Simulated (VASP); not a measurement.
A run of VASP 6.6.1 is set up as follows.

The input INCAR:

```
ALGO = Normal ; EDIFF = 1E-7
ENCUT = 520 ; GGA = PE
ISIF = 2 ; ISMEAR = 0
ISPIN = 2 ; LASPH = True
LCHARG = True ; LELF = True
LORBIT = 11 ; LREAL = False
LVHAR = True ; LWAVE = False
MAGMOM = 0.5 0.5 ; NBANDS = 13
NELM = 150 ; PREC = Accurate
SIGMA = 0.05
```

File KPOINTS:

```
k-points
0
Gamma
  1 1 11
```

Contents of POSCAR:

```
Mg
1.0
    9.0000000000      0.0000000000      0.0000000000
    0.0000000000      9.3000000000      0.0000000000
    0.0000000000      0.0000000000      5.7558123474
Mg
2
Direct
    0.5000000000      0.5000000000      0.0000000000
    0.5000000000      0.5000000000      0.4650000000
```

Potentials or basis: VASP PAW PBE potentials, release 64 (Mg).

The run is started by

```bash
$ cat potpaw_PBE.64/Mg/POTCAR > POTCAR
$ mpirun -np 1 vasp_std > vasp.out
```

Problem. Predict the largest force.

Solution. 1.232 eV/Å.

Problem. What does it give for the net moment?

Solution. 0.18 μB per cell.

Forces on the atoms (eV/Å):
```
Mg   0.000  0.000 -1.232
Mg   0.000  0.000  1.232
```
